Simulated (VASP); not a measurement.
CdSe:

```
Cd Se
1.0
     0.00000    3.07027    3.07027
     3.07027    0.00000    3.07027
     3.07027    3.07027    0.00000
Cd Se
1 1
Cartesian
  0.0000 0.0000 0.0000
  4.6054 4.6054 4.6054
```

| Quantity | Value |
| --- | --- |
| Program | VASP 6.6.1 |
| Task | relaxation of cell and atoms |
| Functional | PBEsol |
| Potentials or basis | VASP PAW PBE potentials, release 64 (Cd, Se) |
| Cutoff | 600 eV |
| k mesh | 6 × 6 × 6 |
| Occupations | fermi-dirac, width 0.03 eV |
| Spin | no spin polarisation |

At the start: pressure -1.1 GPa; volume 28.94 Å³/atom.

Task: Where does the relaxation end?

Result: Over 3 steps the energy falls by 2.4 meV/atom and the volume is 28.28 Å³/atom (-2.3 %); space group F-43m (No. 216, to 0.05 Å).

Step by step:
```tsv
step	energy change (eV)	largest force (eV/Å)	pressure (GPa)	volume (Å³)
1	0.0000	0.0000	-1.14	57.88
2	-0.0044	0.0000	0.33	56.18
3	-0.0048	0.0000	0.02	56.55
```

Final structure:
```
Cd Se
1.0
     0.00000    3.04651    3.04651
     3.04651    0.00000    3.04651
     3.04651    3.04651    0.00000
Cd Se
1 1
Direct
  0.00000 0.00000 0.00000
  0.75000 0.75000 0.75000
```

Caveat: the PAW data sets were made with another functional, which shifts forces and pressure a little.
